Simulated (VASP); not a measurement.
A run of VASP 6.6.1:

File INCAR:

```
  PREC = Accurate
  ENCUT = 520
  EDIFF = 1E-7
  ISMEAR = -1
  SIGMA = 0.02
  LREAL = False
  LASPH = True
  NELM = 80
  ALGO = Normal
  ISIF = 2
  LWAVE = False
  LCHARG = False
  GGA = PE
  NBANDS = 20
```

The input KPOINTS:

```
Automatic mesh
0
Gamma
  9 9 4
```

File POSCAR:

```
MoS2
1.0
    3.2202374489      0.0000000000      0.0000000000
   -1.6101187245      2.7888074370      0.0000000000
    0.0000000000      0.0000000000      5.9450268340
Mo S
1 2
Direct
    0.0000000000      0.0000000000      0.0000000000
    0.3333333333      0.6666666667      0.2600310814
    0.6666666667      0.3333333333      0.7399689186
```

Potentials or basis: VASP PAW PBE potentials, release 64 (Mo_sv, S).

Run with:

```bash
$ cat potpaw_PBE.64/Mo_sv/POTCAR potpaw_PBE.64/S/POTCAR > POTCAR
$ mpirun -np 1 vasp_std > vasp.out
```

Hardware: 1 thread of AMD EPYC 7R13, on a shared host.

How long does it take, and how much memory?

Wall time 82 s on 1 thread of AMD EPYC 7R13 (shared host), peak memory 0.16 GiB. Counts: scf iterations 15, k points 43.
